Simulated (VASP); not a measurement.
# CoO in VASP: further runs, part 2 of 2

VASP 6.6.1.

## (5) Relaxation of cell and atoms, PBEsol+D4, collinear spin, ferromagnetic start

This run uses another cell than the first one, of 11.41 Å³/atom, 1.096 times its volume.

INCAR

```
SYSTEM = CoO
ALGO = Normal
EDIFF = 1E-7
EDIFFG = -0.005
ENCUT = 600
GGA = PS
IBRION = 2
ISIF = 3
ISMEAR = -1
ISPIN = 2
IVDW = 13
LASPH = .TRUE.
LCHARG = .FALSE.
LMAXMIX = 4
LORBIT = 11
LREAL = .FALSE.
LWAVE = .FALSE.
MAGMOM = 2 0
NELM = 150
NSW = 80
PREC = Accurate
SIGMA = 0.05
```

KPOINTS

```
k-points
0
G
  7 7 7
  0 0 0
```

POSCAR

```
CoO
1.0
    1.6022198417      0.9250420569      2.5664708903
   -1.6022198417      0.9250420569      2.5664708903
    0.0000000000     -1.8500841138      2.5664708903
Co O
1 1
Direct
    0.9989783200      0.9989783200      0.9989783200
    0.7510210300      0.7510210300      0.7510210300
```

Started as:

```console
> cat potpaw_PBE.64/Co/POTCAR potpaw_PBE.64/O/POTCAR > POTCAR
> mpirun -np 1 vasp_std > vasp.out
```

Run time: 3.8 min. Hardware: 1 thread of AMD EPYC 7R13 (Zen 3), shared host; peak memory 0.17 GiB.

It converged, with:

```
Free energy                                           : -14.5941 eV
Relaxed volume                                        : 10.22 Å³/atom
Relaxed cell                                          : a = 3.067 Å, b = 3.067 Å, c = 3.067 Å, α = 60.09°, β = 60.09°, γ = 60.09°
Space group after relaxing (to 0.05 Å)                : F-43m (No. 216)
Energy gained by relaxing                             : 45.2 meV/atom
Ionic steps                                           : 7
Pressure after relaxing                               : 0.0 GPa
Largest force after relaxing                          : 0.004 eV/Å
Net moment                                            : 1.95 μB per cell
Site moments                                          : Co +1.72; O +0.18 μB
Valence electrons inside the program's atomic spheres : Co 8.27; O 4.99
Dispersion energy per atom                            : -0.151 eV
```

Forces on the atoms (eV/Å):
```
Co   0.000  0.000 -0.004
O    0.000  0.000  0.004
```

Stress tensor (GPa, compression positive):
```
-0.06  0.00  0.00
 0.00 -0.06  0.00
 0.00  0.00  0.07
```

Step by step:
| step | energy change (eV) | largest force (eV/Å) | pressure (GPa) | volume (Å³) |
| --- | --- | --- | --- | --- |
| 1 | 0.0000 | 0.2282 | -10.09 | 22.82 |
| 2 | -0.0902 | 0.0361 | -0.65 | 20.53 |
| 3 | -0.0903 | 0.0507 | 0.01 | 20.44 |
| 4 | -0.0904 | 0.0064 | 0.24 | 20.41 |
| 5 | -0.0904 | 0.0084 | 0.17 | 20.42 |
| 6 | -0.0904 | 0.0020 | -0.06 | 20.45 |
| 7 | -0.0904 | 0.0036 | -0.02 | 20.44 |

Final structure:
```
Co O
1.0
     1.53553    0.88654    2.50243
    -1.53553    0.88654    2.50243
     0.00000   -1.77308    2.50243
Co O
1 1
Cartesian
  0.0000 0.0000 0.0014
  0.0000 0.0000 5.6290
```

Levels at points of the mesh, in eV from the Fermi level:
Spin up:
```
           k point  band 5  band 6  band 7  band 8  band 9  band 10  band 11  band 12
(0.00, 0.00, 0.00)   -2.01   -2.01    0.37    0.85    0.86     0.86    15.01    15.01
```
Spin down:
```tsv
k point	band 3	band 4	band 5	band 6	band 7	band 8	band 9	band 10
(0.00, 0.00, 0.00)	-6.00	-5.98	-0.76	-0.76	0.66	2.53	2.54	2.54
```

Caveat: the PAW data sets were made with another functional, which shifts forces and pressure a little; a cell with one magnetic atom can't hold antiferromagnetic order, which such compounds often take; semilocal functionals often make such compounds metallic where correlation or magnetic order opens a gap, which also shifts bond lengths; pairwise dispersion overbinds metals, which lowers pressure and volume. With open d or f shells a metallic result of PBEsol can be an artefact of self-interaction; +U or a hybrid may open a gap.

## (6) Relaxation of cell and atoms, PBE, collinear spin, ferromagnetic start

This run uses another cell than the first one, of 11.41 Å³/atom, 1.096 times its volume.

INCAR

```
SYSTEM = CoO
  PREC = Accurate
  ENCUT = 600
  EDIFF = 1E-6
  ISMEAR = -1
  SIGMA = 0.05
  LREAL = .False.
  LASPH = .True.
  NELM = 150
  ALGO = Normal
  ISIF = 3
  LWAVE = .False.
  LCHARG = .False.
  ISPIN = 2
  MAGMOM = 2 0
  LORBIT = 11
  LMAXMIX = 4
  GGA = PE
  IBRION = 2
  NSW = 60
  EDIFFG = -0.01
```

KPOINTS

```
Automatic mesh
0
Gamma
  10 10 10
  0 0 0
```

POSCAR is that of step 5.

Potentials or basis: VASP PAW PBE potentials, release 64 (Co, O).

Started as:

```console
> cat potpaw_PBE.64/Co/POTCAR potpaw_PBE.64/O/POTCAR > POTCAR
> mpirun -np 1 vasp_std > vasp.out
```

It took 4.6 min on 1 thread of AMD EPYC 7R43 (Zen 3), shared host; peak memory 0.19 GiB.

It converged, with:

```
Free energy                                           : -13.3782 eV
Relaxed volume                                        : 11.36 Å³/atom
Relaxed cell                                          : a = 3.176 Å, b = 3.176 Å, c = 3.176 Å, α = 60.14°, β = 60.14°, γ = 60.14°
Space group after relaxing (to 0.05 Å)                : F-43m (No. 216)
Energy gained by relaxing                             : 3.5 meV/atom
Ionic steps                                           : 3
Pressure after relaxing                               : 0.0 GPa
Largest force after relaxing                          : 0.008 eV/Å
Net moment                                            : 2.73 μB per cell
Site moments                                          : Co +2.35; O +0.29 μB
Valence electrons inside the program's atomic spheres : Co 8.01; O 4.99
```

Forces in eV/Å, atoms in the order of the input:
```
Co   0.000  0.000 -0.008
O    0.000  0.000  0.008
```

The path:
```csv
step,energy change (eV),largest force (eV/Å),pressure (GPa),volume (Å³)
1,0.0000,0.2624,-0.51,22.82
2,-0.0069,0.0418,0.00,22.70
3,-0.0070,0.0077,-0.03,22.72
```

Final structure:
```yaml
crystal:
  lattice:
    - [1.59117, 0.91866, 2.59010]
    - [-1.59117, 0.91866, 2.59010]
    - [0.00000, -1.83733, 2.59010]
  atoms:
    - { symbol: Co, position: [0.00042, 0.00042, 0.00042] }
    - { symbol: O, position: [0.74958, 0.74958, 0.74958] }
```

Levels at points of the mesh, in eV from the Fermi level:
Spin up:
```csv
k point,band 6,band 7,band 8,band 9,band 10,band 11,band 12
"(0.00, 0.00, 0.00)",-2.18,0.20,0.33,0.34,0.34,14.25,14.25
"(0.50, 0.00, 0.00)",-2.14,-2.13,-0.52,-0.49,5.79,7.06,13.74
"(0.50, 0.50, 0.00)",-1.86,-1.74,-1.74,-1.49,5.25,10.02,11.20
"(0.50, 0.50, 0.50)",-2.13,-2.13,-0.49,-0.49,5.78,7.08,13.67
```
Spin down:
| k point | band 3 | band 4 | band 5 | band 6 | band 7 | band 8 | band 9 | band 10 |
| --- | --- | --- | --- | --- | --- | --- | --- | --- |
| (0.00, 0.00, 0.00) | -4.98 | -4.95 | -0.53 | -0.53 | 0.70 | 2.65 | 2.66 | 2.66 |
| (0.50, 0.00, 0.00) | -4.75 | -4.75 | -0.31 | -0.29 | 0.26 | 1.74 | 1.76 | 6.25 |
| (0.50, 0.50, 0.00) | -4.50 | -4.47 | -0.78 | -0.16 | 0.01 | 0.98 | 0.98 | 6.25 |
| (0.50, 0.50, 0.50) | -4.77 | -4.77 | -0.29 | -0.29 | 0.27 | 1.77 | 1.77 | 6.24 |

Caveat: a cell with one magnetic atom can't hold antiferromagnetic order, which such compounds often take; semilocal functionals often make such compounds metallic where correlation or magnetic order opens a gap, which also shifts bond lengths. With open d or f shells a metallic result of PBE can be an artefact of self-interaction; +U or a hybrid may open a gap.

## (7) Overview

| task | level | cell | k mesh | cutoff (eV) | gap on the mesh (eV) | pressure (GPa) | moment (μB) | relaxed volume (Å³/atom) |
| --- | --- | --- | --- | --- | --- | --- | --- | --- |
| single point | PBEsol | a = 3.088 Å, angles 60.0°, 2 atoms | 7 × 7 × 7 | 520 | none | -0.3 | 2.06 | - |
| relaxation of cell and atoms | PBEsol | relaxed from a = 3.164 Å, angles 60.9°, 2 atoms | 7 × 7 × 7 | 600 | none | 0.0 | 2.03 | 10.37 |
| relaxation of cell and atoms | PBEsol+D3(BJ) | relaxed from a = 3.164 Å, angles 60.9°, 2 atoms | 7 × 7 × 7 | 600 | none | 0.0 | 1.91 | 10.14 |
| relaxation of cell and atoms | PBEsol+D4 | relaxed from a = 3.164 Å, angles 60.9°, 2 atoms | 7 × 7 × 7 | 600 | none | 0.0 | 1.95 | 10.22 |
| relaxation of cell and atoms | PBE | relaxed from a = 3.164 Å, angles 60.9°, 2 atoms | 10 × 10 × 10 | 600 | none | 0.0 | 2.73 | 11.36 |

Alike in all rows: potentials or basis VASP PAW PBE potentials, release 64 (Co, O); spin collinear, ferromagnetic start; smearing fermi-dirac 0.05 eV.

Caveats: a cell with one magnetic atom can't hold antiferromagnetic order, which such compounds often take; semilocal functionals often make such compounds metallic where correlation or magnetic order opens a gap, which also shifts bond lengths; the PAW data sets were made with another functional, which shifts forces and pressure a little (some runs); pairwise dispersion overbinds metals, which lowers pressure and volume (some runs).

Absolute energies hang on the potentials; compare differences alone.
